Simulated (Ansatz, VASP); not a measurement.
**H: VASP beside Ansatz**

File INCAR:

```
SYSTEM = H
PREC = Accurate
ENCUT = 520
EDIFF = 1E-6
ISMEAR = 0
SIGMA = 0.02
LREAL = .False.
LASPH = .True.
NELM = 60
ALGO = Normal
ISIF = 2
LWAVE = .False.
LCHARG = .False.
GGA = PE
NBANDS = 10
```

KPOINTS

```
regular mesh
0
Gamma
  8 8 4
  0 0 0
```

The input POSCAR:

```
H
1.0
    1.5881626233     -2.6763169096      0.0000000000
    1.5881626233      2.6763169096      0.0000000000
    0.0000000000      0.0000000000      6.1687413548
H
4
Direct
    0.5746776894      0.4416245575      1.0013117181
    0.4416245575      0.5746776894     -0.0013117181
    0.4253223106      0.5583754425      0.5013117181
    0.5583754425      0.4253223106      0.4986882819
```

Input for Ansatz:

```yaml
crystal:
  lattice:
    - [1.5881626233, -2.6763169096, 0.0]
    - [1.5881626233, 2.6763169096, 0.0]
    - [0.0, 0.0, 6.1687413548]
  atoms:
    - { symbol: H, position: [0.5746776894, 0.4416245575, 1.0013117181] }
    - { symbol: H, position: [0.4416245575, 0.5746776894, -0.0013117181] }
    - { symbol: H, position: [0.4253223106, 0.5583754425, 0.5013117181] }
    - { symbol: H, position: [0.5583754425, 0.4253223106, 0.4986882819] }
basis:
  ecutwfc: 420
kpoints:
  mp_grid: { grid: [8, 8, 4] }
hamiltonian:
  xc: pbe
scf:
  occupations: { method: gaussian, width: 0.02 }
output:
  forces: true
  stress: true
  eigenvalues: true
```

Alike in both runs: task single point; functional PBE; k mesh 8 × 8 × 4; occupations gaussian, width 0.02 eV; no spin polarisation.

|  | VASP | Ansatz |
| --- | --- | --- |
| version | VASP 6.6.1 | Ansatz 0.2.0 |
| potentials or method | VASP PAW PBE potentials, release 64 (H), cutoff 520 eV | scalar-relativistic, plane waves, PAW |
| valence electrons in the cell | 4 | 4 |

```csv
,VASP,Ansatz,Ansatz less VASP
gap on the k mesh at the Fermi level (eV),8.48,8.48,+0.001
least direct gap on the mesh (eV),8.50,8.50,+0.001
pressure (GPa),2.2,2.5,+0.21
"traceless stress, the component that is largest in VASP (GPa)",4.12,4.19,+0.077
rms of the force components (eV/Å),0.831,0.840,+0.0083
```

Atom by atom the forces differ by 0.008 eV/Å (rms over components). The functional is the same, so the differences come from potentials, cutoffs and numerics.
